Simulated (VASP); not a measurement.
Input of a VASP 6.6.1 run:

File INCAR:

```
SYSTEM = LiNb16
  PREC = Accurate
  ENCUT = 520
  EDIFF = 1E-6
  ISMEAR = -1
  SIGMA = 0.15
  LREAL = Auto
  LASPH = .True.
  NELM = 100
  ALGO = Normal
  ISIF = 2
  LWAVE = .False.
  LCHARG = .False.
  GGA = PE
  NBANDS = 120
```

The input KPOINTS:

```
regular mesh
0
Gamma
  2 2 2
  0 0 0
```

The input POSCAR:

```
LiNb16
1.0
    6.6000000000      0.0000000000      0.0000000000
    0.0000000000      6.6000000000      0.0000000000
    0.0000000000      0.0000000000      6.6000000000
Nb Li
16 1
Direct
    0.0897272727     -0.0615151515     -0.0493939394
    0.4812121212      0.0012424242      0.0756515152
   -0.0107727273      0.4471212121     -0.0226060606
   -0.0300757576     -0.0059090909      0.4491060606
    0.2780909091      0.3174696970      0.2525606061
    0.4898030303      0.4922575758     -0.0447272727
    0.5420151515      0.0484848485      0.4695151515
    0.7347575758      0.3145303030      0.3670757576
    0.0055151515      0.5474393939      0.5141969697
    0.2543939394      0.7503484848      0.2750303030
    0.2020000000      0.2572272727      0.6935151515
    0.5225757576      0.5414242424      0.5266212121
    0.7462878788      0.7168181818      0.2086212121
    0.6715000000      0.1301818182      0.8050757576
    0.2743333333      0.7965909091      0.6635000000
    0.7483636364      0.7220757576      0.8058787879
    0.8116515152      0.0335000000      0.1436212121
```

Potentials or basis: VASP PAW PBE potentials, release 64 (Nb_sv, Li_sv).

The run is started by

```sh
$ cat potpaw_PBE.64/Nb_sv/POTCAR potpaw_PBE.64/Li_sv/POTCAR > POTCAR
$ mpirun -np 1 vasp_std > vasp.out
```

(1) Predict the band gap on the k mesh.

(2) Predict the largest force.

Answers

(1) zero (an odd number of electrons rules out a gap without spin polarisation).

(2) 4.412 eV/Å.

Caveat: the k points lie up to 0.48 Å⁻¹ apart, too coarse for converged energies and pressures of a metal.
